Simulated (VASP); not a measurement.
# Y (I4_1/amd) in VASP: a series of runs

Y is run at these levels: PBE; tasks: single point.

Everything below comes from runs of VASP 6.6.1. Logs are shortened: lines on timing, memory, paths and dates and some standing lists are left out, and cuts for length are marked.

### 1 The cell of the first run

Symmetry: I4_1/amd, No. 141, tetragonal system. The conventional cell has a = 6.103 Å, b = 6.103 Å, c = 3.368 Å, α = 90.00°, β = 90.00°, γ = 90.00°. Y (site symmetry -4m2) has 10 Y at 3.17 to 3.96 Å within 4.2 Å.

### 2 Single point, PBE

INCAR

```
SYSTEM = Y
ALGO = Normal
EDIFF = 1E-7
ENCUT = 520
GGA = PE
ISIF = 2
ISMEAR = -1
LASPH = .True.
LCHARG = .False.
LREAL = .False.
LWAVE = .False.
NBANDS = 18
NELM = 100
PREC = Accurate
SIGMA = 0.08
```

KPOINTS

```
k-points
0
Gamma
  14 14 14
  0 0 0
```

POSCAR

```
Y
1.0
   -3.0515225870      3.0515225870      1.6842107240
    3.0515225870     -3.0515225870      1.6842107240
    3.0515225870      3.0515225870     -1.6842107240
Y
2
Direct
   -0.3750000000     -0.1250000000     -0.2500000000
    0.3750000000      0.1250000000      0.2500000000
```

Potentials or basis: VASP PAW PBE potentials, release 64 (Y_sv).

Launch:

```sh
$ cat potpaw_PBE.64/Y_sv/POTCAR > POTCAR
$ mpirun -np 1 vasp_std > vasp.out
```

OUTCAR:

```text
SYSTEM = Y
   EDIFF = 1E-7
   ENCUT = 520
   GGA = PE
   ISIF = 2
   ISMEAR = -1
   LASPH = .True.
   LREAL = .False.
   NELM = 100
   PREC = Accurate

 ion  position               nearest neighbor table
   1  0.625  0.875  0.750-   2 3.17   2 3.17   2 3.17   2 3.17   2 3.96   2 3.96   2 3.96   2 3.96

   2  0.375  0.125  0.250-   1 3.17   1 3.17   1 3.17   1 3.17   1 3.96   1 3.96   1 3.96   1 3.96

  LATTYP: Found a body centered tetragonal cell.
 ALAT       =     6.1030451740
 C/A-ratio  =     0.5519247117

  Lattice vectors:

 A1 = (  -3.0515225870,   3.0515225870,   1.6842107240)
 A2 = (   3.0515225870,  -3.0515225870,   1.6842107240)
 A3 = (   3.0515225870,   3.0515225870,  -1.6842107240)

Analysis of symmetry for initial positions (statically):
=====================================================================
 Subroutine PRICEL returns:
 Original cell was already a primitive cell.

 Routine SETGRP: Setting up the symmetry group for a
 body centered tetragonal supercell.

 Subroutine GETGRP returns: Found 16 space group operations
 (whereof  4 operations were pure point group operations)
 out of a pool of 16 trial point group operations.

The static configuration has the point symmetry C_2h.
 The point group associated with its full space group is D_4h.

Analysis of symmetry for dynamics (positions and initial velocities):
=====================================================================
 Subroutine PRICEL returns:
 Original cell was already a primitive cell.

 Routine SETGRP: Setting up the symmetry group for a
 body centered tetragonal supercell.

 Subroutine GETGRP returns: Found 16 space group operations
 (whereof  4 operations were pure point group operations)
 out of a pool of 16 trial point group operations.

The dynamic configuration has the point symmetry C_2h.
 The point group associated with its full space group is D_4h.

 Subroutine INISYM returns: Found 16 space group operations
 (whereof  4 operations are pure point group operations),
 and found     1 'primitive' translations

----------------------------------------------------------------------------------------

                                     Primitive cell

  volume of cell :      62.7321

  direct lattice vectors                    reciprocal lattice vectors
    -3.051522587  3.051522587  1.684210724     0.000000000  0.163852630  0.296874965
     3.051522587 -3.051522587  1.684210724     0.163852630  0.000000000  0.296874965
     3.051522587  3.051522587 -1.684210724     0.163852630  0.163852630  0.000000000

  length of vectors
     4.632509683  4.632509683  4.632509683     0.339090591  0.339090591  0.231722611

  position of ions in fractional coordinates (direct lattice)
     0.625000000  0.875000000  0.750000000
     0.375000000  0.125000000  0.250000000

  ion indices of the primitive-cell ions
   primitive index   ion index
                 1           1
                 2           2

----------------------------------------------------------------------------------------

 KPOINTS: k-points

Automatic generation of k-mesh.
 Grid dimensions read from file:
 generate k-points for:   14   14   14

 Generating k-lattice:

  Cartesian coordinates                     Fractional coordinates (reciprocal lattice)
     0.000000000  0.011703759  0.021205355     0.071428571  0.000000000  0.000000000
     0.011703759  0.000000000  0.021205355     0.000000000  0.071428571  0.000000000
     0.011703759  0.011703759  0.000000000     0.000000000  0.000000000  0.071428571

  Length of vectors
     0.024220757  0.024220757  0.016551615

  Shift w.r.t. Gamma in fractional coordinates (k-lattice)
     0.000000000  0.000000000  0.000000000

 Subroutine IBZKPT returns following result:
 ===========================================

 Found    244 irreducible k-points:

 Following reciprocal coordinates:
            Coordinates               Weight
  0.000000  0.000000  0.000000      1.000000
  0.071429  0.000000  0.000000      8.000000
  0.142857  0.000000 -0.000000      8.000000
  0.214286 -0.000000  0.000000      8.000000
  0.285714  0.000000  0.000000      8.000000
  0.357143  0.000000 -0.000000      8.000000
[... 16 lines left out ...]
  0.214286  0.142857  0.000000     16.000000
  0.285714  0.142857 -0.000000     16.000000
 [... further k-points ...]
   k-points           NKPTS =    244   k-points in BZ     NKDIM =    244   number of bands    NBANDS=     18
   number of dos      NEDOS =    301   number of ions     NIONS =      2
   total plane-waves  NPLWV =  46656
   dimension x,y,z NGX =    36 NGY =   36 NGZ =   36
   dimension x,y,z NGXF=    72 NGYF=   72 NGZF=   72
   ions per type =               2
   NGX,Y,Z   is equivalent  to a cutoff of  12.92, 12.92, 12.92 a.u.
   NGXF,Y,Z  is equivalent  to a cutoff of  25.84, 25.84, 25.84 a.u.
 SYSTEM =  Y
   PREC   = accura    normal or accurate (medium, high low for compatibility)
   ISTART =      0    job   : 0-new  1-cont  2-samecut
   ICHARG =      2    charge: 1-file 2-atom 10-const
   ISPIN  =      1    spin polarized calculation?
   LNONCOLLINEAR =      F non collinear calculations
   LSORBIT =      F    spin-orbit coupling
   LASPH  =      T    aspherical Exc in radial PAW
   ENCUT  =  520.0 eV  38.22 Ry    6.18 a.u.   8.61  8.61  8.61*2*pi/ulx,y,z
   NELM   =    100;   NELMIN=  2; NELMDL= -5     # of ELM steps
   EDIFF  = 0.1E-06   stopping-criterion for ELM
   LREAL  =      F    real-space projection
   EDIFFG = 0.1E-05   stopping-criterion for IOM
   NSW    =      0    number of steps for IOM
   IBRION =     -1    ionic relax: 0-MD 1-quasi-New 2-CG
   NFREE  =      0    steps in history (QN), initial steepest desc. (CG)
   ISIF   =      2    stress and relaxation
   ISYM   =      2    0-nonsym 1-usesym 2-fastsym
   POTIM  = 0.5000    time-step for ionic-motion
   TEBEG  =    0.0;   TEEND  =   0.0 temperature during run
   PSTRESS=    0.0 pullay stress
   NELECT =      22.0000    total number of electrons
   NUPDOWN=      -1.0000    fix difference up-down
   EMIN   =  10.00;   EMAX   =-10.00  energy-range for DOS
   EFERMI =   0.00;   METHOD = LEGACY
   ISMEAR =    -1;   SIGMA  =   0.08  broadening in eV -4-tet -1-fermi 0-gaus
   EFERMI_NEDOS =   21; number of points for ismear=-14 and -15
   IALGO  =     38    algorithm
   IMIX   =      4    mixing-type and parameters
     AMIX     =   0.40;   BMIX     =  1.00
     AMIX_MAG =   1.60;   BMIX_MAG =  1.00
  volume/ion in A,a.u.               =      31.37       211.67
  Fermi-wavevector in a.u.,A,eV,Ry     =   1.154479  2.181648 18.134126  1.332821
  Thomas-Fermi vector in A             =   2.291115
   LORBIT       =      0    0 simple, 1 ext, 2 COOP (PROOUT), +10 PAW based schemes
   GGA     = PE    functional components
   LHFCALC =     F    Hartree Fock is set to
   AEXX    =    0.0000 exact exchange contribution
   IVDW    =     0    specifies the selected vdW correction
   LEPSILON=     F    determine dielectric tensor
   LRPA    =     F    only Hartree local field effects (RPA)
 non-spin polarized calculation
  energy-cutoff  :      520.00
  volume of cell :       62.73
 maximum number of plane-waves:      1715
   NGX = 17   NGY = 17   NGZ = 17

 number of electron      22.0000002 magnetization

 Free energy of the ion-electron system (eV)
  ---------------------------------------------------
  ext. energy  EPLUGINS =         0.00000000
  ---------------------------------------------------
  free energy    TOTEN  =       -11.97869201 eV

  energy without entropy =      -11.89409448  energy(sigma->0) =      -11.93639324

 E-fermi :   3.1973     XC(G=0):  -9.5871

 val. band max:        3.1971737091   @ k =  -0.2143   0.1429   0.0000
 cond. band min:       3.1988409865   @ k =  -0.1429   0.1429   0.1429
 fundamental gap:      0.0016672773
 Fermi energy:         3.1972801140

 k-point     1 :       0.0000    0.0000    0.0000
  band No.  band energies     occupation
      1     -39.6428      2.00000
      2     -39.4470      2.00000
      3     -19.9650      2.00000
      4     -19.9650      2.00000
      5     -19.2261      2.00000
      6     -19.2224      2.00000
[... 10 lines left out ...]
     17       6.6560      0.00000
     18       7.8748      0.00000

 k-point     2 :       0.0714    0.0000    0.0000
  band No.  band energies     occupation
      1     -39.6385      2.00000
      2     -39.4468      2.00000
      3     -19.9628      2.00000
      4     -19.9519      2.00000
      5     -19.2667      2.00000
      6     -19.2432      2.00000
[... 10 lines left out ...]
     17       7.0495      0.00000
     18       8.1904      0.00000

 k-point     3 :       0.1429    0.0000   -0.0000
  band No.  band energies     occupation
      1     -39.6261      2.00000
      2     -39.4466      2.00000
      3     -19.9566      2.00000
      4     -19.9157      2.00000
      5     -19.3497      2.00000
      6     -19.3186      2.00000
[... 10 lines left out ...]
     17       6.8358      0.00000
     18       8.7483      0.00000

 k-point     4 :       0.2143   -0.0000    0.0000
  band No.  band energies     occupation
      1     -39.6076      2.00000
      2     -39.4469      2.00000
      3     -19.9476      2.00000
      4     -19.8657      2.00000
      5     -19.4662      2.00000
      6     -19.4154      2.00000
[... 10 lines left out ...]
     17       6.4486      0.00000
     18       8.4286      0.00000

 k-point     5 :       0.2857    0.0000    0.0000
  band No.  band energies     occupation
      1     -39.5860      2.00000
      2     -39.4483      2.00000
      3     -19.9374      2.00000
      4     -19.8215      2.00000
      5     -19.5908      2.00000
      6     -19.5042      2.00000
[... 10 lines left out ...]
     17       6.1720      0.00000
     18       8.0127      0.00000

 k-point     6 :       0.3571    0.0000   -0.0000
  band No.  band energies     occupation
      1     -39.5648      2.00000
      2     -39.4511      2.00000
      3     -19.9280      2.00000
      4     -19.8170      2.00000
      5     -19.6922      2.00000
      6     -19.5457      2.00000
[... 10 lines left out ...]
     17       7.0225      0.00000
     18       7.4828      0.00000

 k-point     7 :       0.4286   -0.0000    0.0000
  band No.  band energies     occupation
      1     -39.5487      2.00000
      2     -39.4545      2.00000
      3     -19.9214      2.00000
      4     -19.8516      2.00000
      5     -19.7534      2.00000
      6     -19.5291      2.00000
[... 10 lines left out ...]
     17       6.9140      0.00000
     18       7.7344      0.00000

 k-point     8 :       0.5000   -0.0000    0.0000
  band No.  band energies     occupation
      1     -39.5425      2.00000
      2     -39.4561      2.00000
      3     -19.9191      2.00000
      4     -19.8705      2.00000
      5     -19.7742      2.00000
      6     -19.5063      2.00000
[... 10 lines left out ...]
     17       7.1511      0.00000
     18       7.6458      0.00000
[... 229 lines left out ...]
     17       6.7361      0.00000
     18       8.4070      0.00000

 k-point    20 :      -0.1429    0.0714    0.0000
  band No.  band energies     occupation
      1     -39.6337      2.00000
      2     -39.4516      2.00000
      3     -19.9588      2.00000
      4     -19.9267      2.00000
      5     -19.3070      2.00000
      6     -19.2483      2.00000
[... 10 lines left out ...]
     17       7.0010      0.00000
     18       7.9440      0.00000

 k-point    21 :      -0.0714    0.0714    0.0000
  band No.  band energies     occupation
      1     -39.6404      2.00000
      2     -39.4494      2.00000
      3     -19.9577      2.00000
      4     -19.9573      2.00000
      5     -19.2612      2.00000
      6     -19.2341      2.00000
[... 10 lines left out ...]
     17       6.7125      0.00000
     18       7.6206      0.00000

 k-point    22 :       0.1429    0.1429   -0.0000
  band No.  band energies     occupation
      1     -39.5932      2.00000
      2     -39.4411      2.00000
      3     -19.9032      2.00000
      4     -19.8926      2.00000
      5     -19.5525      2.00000
      6     -19.5351      2.00000
[... 10 lines left out ...]
     17       6.1522      0.00000
     18       8.3288      0.00000

 k-point    23 :       0.2143    0.1429    0.0000
  band No.  band energies     occupation
      1     -39.5732      2.00000
      2     -39.4428      2.00000
      3     -19.9050      2.00000
      4     -19.8636      2.00000
      5     -19.6468      2.00000
      6     -19.6186      2.00000
[... 10 lines left out ...]
     17       6.9570      0.00000
     18       7.9442      0.00000

 k-point    24 :       0.2857    0.1429   -0.0000
  band No.  band energies     occupation
      1     -39.5552      2.00000
      2     -39.4481      2.00000
      3     -19.9220      2.00000
      4     -19.8508      2.00000
      5     -19.7182      2.00000
      6     -19.6337      2.00000
[... 10 lines left out ...]
     17       7.4627      0.00000
     18       8.0965      0.00000

 [... further k-points ...]

------------------------ aborting loop because EDIFF is reached ----------------------------------------

  FORCE on cell =-STRESS in cart. coord.  units (eV):
  Direction    XX          YY          ZZ          XY          YZ          ZX
  --------------------------------------------------------------------------------------
  -------------------------------------------------------------------------------------
  Total        0.6846170      0.6846170      0.6535944      0.0000000     -0.0000000      0.0000000
  in kB       17.4851207     17.4851207     16.6928050      0.0000000     -0.0000000      0.0000000
  external PRESSURE =      17.2210155 kB  Pullay stress =       0.0000000 kB

 VOLUME and BASIS-vectors are now :
 -----------------------------------------------------------------------------
  energy-cutoff  :      520.00
  volume of cell :       62.73
      direct lattice vectors                 reciprocal lattice vectors
    -3.051522587  3.051522587  1.684210724     0.000000000  0.163852630  0.296874965
     3.051522587 -3.051522587  1.684210724     0.163852630  0.000000000  0.296874965
     3.051522587  3.051522587 -1.684210724     0.163852630  0.163852630  0.000000000

 POSITION                                       TOTAL-FORCE (eV/Angst)
 -----------------------------------------------------------------------------------
      3.05152      1.52576      1.26316         0.000000      0.000000      0.000000
      0.00000      1.52576      0.42105        -0.000000     -0.000000     -0.000000
 -----------------------------------------------------------------------------------
    total drift:                               -0.000000     -0.000000      0.000000

  FREE ENERGIE OF THE ION-ELECTRON SYSTEM (eV)
  ---------------------------------------------------
  free  energy   TOTEN  =       -11.9786920056 eV

  energy  without entropy=      -11.8940944830  energy(sigma->0) =      -11.93639324
```

Wall time 2.6 min (1 thread of Intel Xeon 6975P-C (Granite Rapids), shared host); peak memory 0.4 GiB.

Results:

| Property | Result |
| --- | --- |
| Free energy | -11.9787 eV |
| Pressure | 1.7 GPa |
| Band gap on the k mesh | zero (bands 11 and 12 overlap by 1.12 eV) |

Stress tensor (GPa, compression positive):
```
1.75 0.00 0.00
0.00 1.75 0.00
0.00 0.00 1.67
```

(Continued in part 2 of 2.)
